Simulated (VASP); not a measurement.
# WF (R3m) in VASP: notebook

Runs on WF. Level: PBE+U. Tasks: single point.

Program: VASP 6.6.1. These are calculated values, not measurements. Logs are shortened: lines on timing, memory, paths and dates and some standing lists are left out, and cuts for length are marked.

### 1 The cell of the first run

Symmetry: R3m, No. 160, trigonal system. The conventional cell has a = 2.732 Å, b = 2.732 Å, c = 15.209 Å, α = 90.00°, β = 90.00°, γ = 120.00°. Within 2.5 Å of W (site symmetry 3m) lie 1 F at 1.87 Å. F (site symmetry 3m) has 1 W at 1.87 Å within 2.5 Å.

### 2 Single point, PBE+U

Input file POSCAR:

```
WF
1.0
    1.3658900000      0.7886000000      5.0696000000
   -1.3658900000      0.7886000000      5.0696000000
    0.0000000000     -1.5771900000      5.0696000000
W F
1 1
Direct
    0.8141200000      0.8141200000      0.8141200000
    0.9371200000      0.9371200000      0.9371200000
```

Input file INCAR.step1:

```
PREC = Accurate
ENCUT = 520
EDIFF = 1E-6
ISMEAR = -1
SIGMA = 0.05
LREAL = F
LASPH = T
NELM = 150
ALGO = Normal
ISIF = 2
LWAVE = F
LCHARG = T
LMAXMIX = 4
LDAU = T
LDAUTYPE = 2
LDAUL = 2 -1
LDAUU = 1 0
LDAUJ = 0 0
LDAUPRINT = 1
GGA = PE
NBANDS = 18
```

Input file KPOINTS.step1:

```
Automatic mesh
0
Gamma
  11 11 11
```

Input file INCAR.step2:

```
PREC = Accurate
ENCUT = 520
EDIFF = 1E-6
ISMEAR = -5
SIGMA = 0.05
LREAL = F
LASPH = T
NELM = 150
ALGO = Normal
ISIF = 2
LWAVE = F
LCHARG = F
LMAXMIX = 4
LDAU = T
LDAUTYPE = 2
LDAUL = 2 -1
LDAUU = 1 0
LDAUJ = 0 0
LDAUPRINT = 1
GGA = PE
LORBIT = 11
NBANDS = 18
NEDOS = 2001
ICHARG = 11
```

Input file KPOINTS.step2:

```
Automatic mesh
0
Gamma
  17 17 17
```

Potentials or basis: VASP PAW PBE potentials, release 64 (W_sv, F).

Command:

```bash
$ cat potpaw_PBE.64/W_sv/POTCAR potpaw_PBE.64/F/POTCAR > POTCAR
$ cp INCAR.step1 INCAR
$ cp KPOINTS.step1 KPOINTS
$ mpirun -np 1 vasp_std > vasp.out
$ cp INCAR.step2 INCAR
$ cp KPOINTS.step2 KPOINTS
$ mpirun -np 1 vasp_std > vasp.out
```

OUTCAR:

```text
PREC = Accurate
   ENCUT = 520
   EDIFF = 1E-6
   ISMEAR = -5
   LREAL = F
   LASPH = T
   NELM = 150
   ISIF = 2
   GGA = PE
   LORBIT = 11
   ICHARG = 11

 ion  position               nearest neighbor table
   1  0.814  0.814  0.814-   2 1.87
   2  0.937  0.937  0.937-   1 1.87

  LATTYP: Found a trigonal (rhomboedric) cell.
 ALAT       =     5.3092739251
 COS(alpha) =     0.8676295086

  Lattice vectors:

 A1 = (   1.3658900000,   0.7886000000,   5.0696000000)
 A2 = (  -1.3658900000,   0.7886000000,   5.0696000000)
 A3 = (   0.0000000000,  -1.5771900000,   5.0696000000)

Analysis of symmetry for initial positions (statically):
=====================================================================
 Subroutine PRICEL returns:
 Original cell was already a primitive cell.

 Routine SETGRP: Setting up the symmetry group for a
 trigonal (rhombohedral) supercell.

 Subroutine GETGRP returns: Found  6 space group operations
 (whereof  6 operations were pure point group operations)
 out of a pool of 12 trial point group operations.

The static configuration has the point symmetry C_3v.

Analysis of symmetry for dynamics (positions and initial velocities):
=====================================================================
 Subroutine PRICEL returns:
 Original cell was already a primitive cell.

 Routine SETGRP: Setting up the symmetry group for a
 trigonal (rhombohedral) supercell.

 Subroutine GETGRP returns: Found  6 space group operations
 (whereof  6 operations were pure point group operations)
 out of a pool of 12 trial point group operations.

The dynamic configuration has the point symmetry C_3v.

 Subroutine INISYM returns: Found  6 space group operations
 (whereof  6 operations are pure point group operations),
 and found     1 'primitive' translations

[... 141 lines left out ...]
spin component  1

  0.3987  0.0000  0.0000  0.0002 -0.0000
  0.0000  0.2990  0.0000  0.0000  0.0002
  0.0000  0.0000  0.3000  0.0000 -0.0000
  0.0002  0.0000  0.0000  0.2990  0.0000
 -0.0000  0.0002 -0.0000  0.0000  0.3987

spin component  2

  0.3987  0.0000  0.0000  0.0002 -0.0000
  0.0000  0.2990  0.0000  0.0000  0.0002
  0.0000  0.0000  0.3000  0.0000 -0.0000
  0.0002  0.0000  0.0000  0.2990  0.0000
 -0.0000  0.0002 -0.0000  0.0000  0.3987

 occupancies and eigenvectors

  o =  0.2990  v = -0.0000 -1.0000  0.0001  0.0000  0.0016  0.0000  0.0000  0.0000  0.0000  0.0000      0.0000  0.0000  0.0000  0.0000  0.0000  0.0000  0.0000  0.0000  0.0000  0.0000
  o =  0.2990  v =  0.0000  0.0000  0.0000  0.0000  0.0000 -0.0000 -1.0000  0.0001  0.0000  0.0016      0.0000  0.0000  0.0000  0.0000  0.0000  0.0000  0.0000  0.0000  0.0000  0.0000
  o =  0.2990  v = -0.0016  0.0000 -0.0000  1.0000 -0.0000  0.0000  0.0000  0.0000  0.0000  0.0000      0.0000  0.0000  0.0000  0.0000  0.0000  0.0000  0.0000  0.0000  0.0000  0.0000
  o =  0.2990  v =  0.0000  0.0000  0.0000  0.0000  0.0000 -0.0016  0.0000 -0.0000  1.0000 -0.0000      0.0000  0.0000  0.0000  0.0000  0.0000  0.0000  0.0000  0.0000  0.0000  0.0000
  o =  0.3000  v = -0.0000  0.0001  1.0000  0.0000  0.0000  0.0000  0.0000  0.0000  0.0000  0.0000      0.0000  0.0000  0.0000  0.0000  0.0000  0.0000  0.0000  0.0000  0.0000  0.0000
  o =  0.3000  v =  0.0000  0.0000  0.0000  0.0000  0.0000 -0.0000  0.0001  1.0000  0.0000  0.0000      0.0000  0.0000  0.0000  0.0000  0.0000  0.0000  0.0000  0.0000  0.0000  0.0000
  o =  0.3987  v =  0.0000  0.0000  0.0000  0.0000  0.0000  0.0000  0.0016 -0.0000 -0.0000  1.0000      0.0000  0.0000  0.0000  0.0000  0.0000  0.0000  0.0000  0.0000  0.0000  0.0000
  o =  0.3987  v =  0.0000  0.0016 -0.0000 -0.0000  1.0000  0.0000  0.0000  0.0000  0.0000  0.0000      0.0000  0.0000  0.0000  0.0000  0.0000  0.0000  0.0000  0.0000  0.0000  0.0000
  o =  0.3987  v =  0.0000  0.0000  0.0000  0.0000  0.0000  1.0000 -0.0000  0.0000  0.0016 -0.0000      0.0000  0.0000  0.0000  0.0000  0.0000  0.0000  0.0000  0.0000  0.0000  0.0000
  o =  0.3987  v =  1.0000 -0.0000  0.0000  0.0016 -0.0000  0.0000  0.0000  0.0000  0.0000  0.0000      0.0000  0.0000  0.0000  0.0000  0.0000  0.0000  0.0000  0.0000  0.0000  0.0000

 number of electron      21.0000005 magnetization

 Free energy of the ion-electron system (eV)
  ---------------------------------------------------
  ext. energy  EPLUGINS =         0.00000000
  ---------------------------------------------------
  free energy    TOTEN  =       -14.71244127 eV

  energy without entropy =      -14.71244127  energy(sigma->0) =      -14.71244127

 E-fermi :   4.7358     XC(G=0): -10.6731

 val. band max:        4.7358640809   @ k =   0.4706   0.2941   0.2353
 cond. band min:       4.7473721085   @ k =   0.2353   0.1765   0.1765
 fundamental gap:      0.0115080276
 Fermi energy:         4.7358241677

 k-point     1 :       0.0000    0.0000    0.0000
  band No.  band energies     occupation
      1     -69.6190      2.00000
      2     -34.3196      2.00000
      3     -32.9957      2.00000
      4     -32.9957      2.00000
      5     -19.5248      2.00000
      6      -2.0745      2.00000
[... 481 lines left out ...]
      5     -19.4229      2.00000
      6      -1.8209      2.00000
[... 10 lines left out ...]
     17      21.3148      0.00000
     18      22.7628      0.00000

 [... further k-points ...]
[... 5 lines left out ...]
  --------------------------------------------------------------------------------------
  -------------------------------------------------------------------------------------
  Total        0.4080892      0.4080889      0.1672357      0.0000000      0.0000001      0.0000000
  in kB       19.9558440     19.9558292      8.1779433      0.0000000      0.0000054      0.0000000
  external PRESSURE =      16.0298722 kB  Pullay stress =       0.0000000 kB

 VOLUME and BASIS-vectors are now :
 -----------------------------------------------------------------------------
  energy-cutoff  :      520.00
  volume of cell :       32.76
      direct lattice vectors                 reciprocal lattice vectors
     1.365890000  0.788600000  5.069600000     0.366061689  0.211345893  0.065751268
    -1.365890000  0.788600000  5.069600000    -0.366061689  0.211345893  0.065751268
     0.000000000 -1.577190000  5.069600000     0.000000000 -0.422691786  0.065751685

 POSITION                                       TOTAL-FORCE (eV/Angst)
 -----------------------------------------------------------------------------------
      0.00000      0.00001     12.38179         0.000000     -0.000000     -0.513518
      0.00000      0.00001     14.25247         0.000000      0.000000      0.513518
 -----------------------------------------------------------------------------------
    total drift:                                0.000000      0.000016      0.000425

  FREE ENERGIE OF THE ION-ELECTRON SYSTEM (eV)
  ---------------------------------------------------
  free  energy   TOTEN  =       -14.7124412678 eV

  energy  without entropy=      -14.7124412678  energy(sigma->0) =      -14.71244127

 total charge

# of ion       s       p       d       tot
------------------------------------------
    1        2.433   6.246   3.348  12.027
    2        1.751   4.311   0.000   6.062
--------------------------------------------------
tot          4.184  10.557   3.348  18.089
```

It took 8.7 min on 1 thread of Intel Xeon Platinum 8259CL at 2.50GHz (Skylake/Cascade Lake), shared host; peak memory 0.46 GiB.

What came out:

```yaml
Valence_electrons_inside_the_program's_atomic_spheres: W 12.03; F 6.06
```

Eigenvalues of the final occupation matrices:
| site | spin | trace | eigenvalues |
| --- | --- | --- | --- |
| site 1 d | 1 | 1.70 | 0.30 0.30 0.30 0.40 0.40 |
| site 1 d | 2 | 1.70 | 0.30 0.30 0.30 0.40 0.40 |

Caveat: spin-orbit coupling is left out, which moves the levels of the heavy elements; an odd number of electrons without spin polarisation forces a metal; a magnetic or distorted state may lie lower; U without spin polarisation on a metal has little footing.

### 3 Single point, PBE+U

POSCAR is that of step 2.

Input file INCAR.step1:

```
SYSTEM = WF
ALGO     = Normal         ! electronic algorithm
EDIFF    = 1E-6           ! SCF threshold, eV
ENCUT    = 520            ! plane-wave cutoff, eV
GGA      = PE             ! functional
ISIF     = 2              ! what is computed and relaxed
ISMEAR   = -1             ! smearing method
LASPH    = .True.         ! aspherical terms in the spheres
LCHARG   = .True.         ! write CHGCAR
LDAU     = .True.         ! DFT+U
LDAUJ    = 0 0          
LDAUL    = 2 -1           ! shell
LDAUPRINT= 1            
LDAUTYPE = 2            
LDAUU    = 3 0            ! U, eV
LMAXMIX  = 4              ! l up to which the mixer works
LREAL    = .False.        ! projectors in reciprocal space
LWAVE    = .False.        ! write WAVECAR
NBANDS   = 18             ! bands
NELM     = 150            ! most SCF steps
PREC     = Accurate       ! precision mode
SIGMA    = 0.05           ! smearing width, eV
```

Input file KPOINTS.step1:

```
k-points
0
Gamma
  11 11 11
  0 0 0
```

Input file INCAR.step2:

```
SYSTEM = WF
ALGO     = Normal         ! electronic algorithm
EDIFF    = 1E-6           ! SCF threshold, eV
ENCUT    = 520            ! plane-wave cutoff, eV
GGA      = PE             ! functional
ICHARG   = 11             ! starting density
ISIF     = 2              ! what is computed and relaxed
ISMEAR   = -5             ! smearing method
LASPH    = .True.         ! aspherical terms in the spheres
LCHARG   = .False.        ! write CHGCAR
LDAU     = .True.         ! DFT+U
LDAUJ    = 0 0          
LDAUL    = 2 -1           ! shell
LDAUPRINT= 1            
LDAUTYPE = 2            
LDAUU    = 3 0            ! U, eV
LMAXMIX  = 4              ! l up to which the mixer works
LORBIT   = 11             ! projections on sites
LREAL    = .False.        ! projectors in reciprocal space
LWAVE    = .False.        ! write WAVECAR
NBANDS   = 18             ! bands
NEDOS    = 2001           ! points of the DOS
NELM     = 150            ! most SCF steps
PREC     = Accurate       ! precision mode
SIGMA    = 0.05           ! smearing width, eV
```

Input file KPOINTS.step2:

```
k-points
0
Gamma
  17 17 17
  0 0 0
```

Potentials or basis: VASP PAW PBE potentials, release 64 (W_sv, F).

Command:

```bash
$ cat potpaw_PBE.64/W_sv/POTCAR potpaw_PBE.64/F/POTCAR > POTCAR
$ cp INCAR.step1 INCAR
$ cp KPOINTS.step1 KPOINTS
$ mpirun -np 1 vasp_std > vasp.out
$ cp INCAR.step2 INCAR
$ cp KPOINTS.step2 KPOINTS
$ mpirun -np 1 vasp_std > vasp.out
```

Run time: 9.6 min. Hardware: 1 thread of Intel Xeon Platinum 8259CL at 2.50GHz (Skylake/Cascade Lake), shared host; peak memory 0.46 GiB.

The run converged. Its results:

```yaml
Valence_electrons_inside_the_program's_atomic_spheres: W 11.99; F 6.07
```

Levels at points of the mesh, in eV from the Fermi level:
```tsv
k point	band 8	band 9	band 10	band 11	band 12	band 13	band 14	band 15
(0.00, 0.00, 0.00)	-4.12	-4.12	-0.37	-0.29	-0.29	3.83	3.83	5.80
```

Eigenvalues of the final occupation matrices:
```tsv
site	spin	trace	eigenvalues
site 1 d	1	1.67	0.29 0.29 0.29 0.40 0.40
site 1 d	2	1.67	0.29 0.29 0.29 0.40 0.40
```

Caveat: spin-orbit coupling is left out, which moves the levels of the heavy elements; an odd number of electrons without spin polarisation forces a metal; a magnetic or distorted state may lie lower; U without spin polarisation on a metal has little footing.
